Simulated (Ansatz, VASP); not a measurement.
Two plane-wave programs on BN

The input INCAR:

```
PREC = Accurate
ENCUT = 910
EDIFF = 1E-7
ISMEAR = 0
SIGMA = 0.02
LREAL = False
LASPH = True
NELM = 120
ALGO = Normal
ISIF = 3
LWAVE = False
LCHARG = False
GGA = PE
IBRION = 2
NSW = 100
EDIFFG = -0.01
GGA_COMPAT = False
NELMIN = 4
```

Contents of KPOINTS:

```
regular mesh
0
Gamma
  10 10 6
```

Contents of POSCAR:

```
BN
1.0
    2.1755956940     -1.2560818633     -0.0073497797
    2.1755956940      1.2560818633     -0.0073497797
   -1.4137592606      0.0000000000      4.1827195725
B N
1 1
Direct
    0.0004416291      0.0004416291      0.0013278914
    0.6671253509      0.6671253509      0.0013730586
```

Input for Ansatz:

```yaml
crystal:
  lattice:
    - [2.175595694, -1.2560818633, -0.0073497797]
    - [2.175595694, 1.2560818633, -0.0073497797]
    - [-1.4137592606, 0.0, 4.1827195725]
  atoms:
    - { symbol: B, position: [0.0004416291, 0.0004416291, 0.0013278914] }
    - { symbol: "N", position: [0.6671253509, 0.6671253509, 0.0013730586] }
basis:
  ecutwfc: 420
kpoints:
  mp_grid: { grid: [10, 10, 6] }
hamiltonian:
  xc: pbe
scf:
  occupations: { method: gaussian, width: 0.02 }
output:
  forces: true
  stress: true
  eigenvalues: true
relax:
  adjacent_minimum: "off"
  f_tol: 0.01
  max_steps: 80
  cell: { stress_tol: 0.05 }
```

Alike in both runs: task relaxation of cell and atoms; functional PBE; k mesh 10 × 10 × 6; occupations gaussian, width 0.02 eV; no spin polarisation.

|  | VASP | Ansatz |
| --- | --- | --- |
| version | VASP 6.6.1 | Ansatz 0.2.0 |
| potentials or method | VASP PAW PBE potentials, release 64 (B_h, N_h), cutoff 910 eV | scalar-relativistic, plane waves, PAW |
| valence electrons in the cell | 8 | 8 |

```csv
,VASP,Ansatz,Ansatz less VASP
"gap on the k mesh at the Fermi level, each at its own relaxed structure (eV)",4.59,4.52,-0.074
relaxed volume (Å³/atom),10.97,11.42,+0.448
relaxed cell length with the largest relative difference (Å),4.264,4.415,+0.1517
```

Noted on VASP's run: the cutoff is short for stress, so the pressure is rough.
